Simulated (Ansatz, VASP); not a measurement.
## TaN in VASP and in Ansatz

INCAR

```
ALGO = Normal ; EDIFF = 1E-6
ENCUT = 600 ; GGA = CA
GGA_COMPAT = False ; ISIF = 2
ISMEAR = 0 ; LASPH = True
LCHARG = False ; LREAL = False
LWAVE = False ; NBANDS = 16
NELM = 120 ; PREC = Accurate
SIGMA = 0.15
```

File KPOINTS:

```
k-points
0
Gamma
  18 18 18
```

Contents of POSCAR:

```
TaN
1.0
    0.0000000000      2.2101387059      2.2101387059
    2.2101387059      0.0000000000      2.2101387059
    2.2101387059      2.2101387059      0.0000000000
Ta N
1 1
Direct
    0.4989139126      0.5010860874      0.5010860874
    0.0140304995     -0.0140304995     -0.0140304995
```

Input for Ansatz:

```yaml
crystal:
  lattice:
    - [0.0, 2.2101387059, 2.2101387059]
    - [2.2101387059, 0.0, 2.2101387059]
    - [2.2101387059, 2.2101387059, 0.0]
  atoms:
    - { symbol: Ta, position: [0.4989139126, 0.5010860874, 0.5010860874] }
    - { symbol: "N", position: [0.0140304995, -0.0140304995, -0.0140304995] }
basis:
  ecutwfc: 520.0
kpoints:
  mp_grid: { grid: [18, 18, 18] }
hamiltonian:
  xc: lda
  pseudopotentials: { kind: paw, azcp: { folder: soft_1 } }
scf:
  occupations: { method: gaussian, width: 0.15 }
output:
  forces: true
  stress: true
  eigenvalues: true
```

Change from the starting cell: mode 4 frozen in at -0.061 Å, equal normal strain along x, y and z +0.0167.

Alike in both runs: task single point; functional LDA; k mesh 18 × 18 × 18; occupations gaussian, width 0.15 eV; no spin polarisation.

|  | VASP | Ansatz |
| --- | --- | --- |
| version | VASP 6.6.1 | Ansatz 0.2.0 |
| potentials or method | VASP PAW LDA potentials, release 64 (Ta_sv_GW, N), cutoff 600 eV | scalar-relativistic, plane waves, PAW |
| valence electrons in the cell | 18 | 18 |

|  | VASP | Ansatz | Ansatz less VASP |
| --- | --- | --- | --- |
| gap on the k mesh at the Fermi level (eV) | none | none | - |
| pressure (GPa) | -15.0 | -16.1 | -1.14 |
| traceless stress, the component that is largest in VASP (GPa) | 1.35 | 1.34 | -0.011 |
| rms of the force components (eV/Å) | 0.254 | 0.250 | -0.0046 |

Ansatz warns that its potentials were made for another functional, while VASP's fit it. LDA's correlation is that of Perdew and Zunger in VASP and of Perdew and Wang (1992) in Ansatz. Atom by atom the forces differ by 0.005 eV/Å (rms over components). A gap of «none» marks a metal or a gap that the smearing closes.

Neither program's run includes spin-orbit coupling.
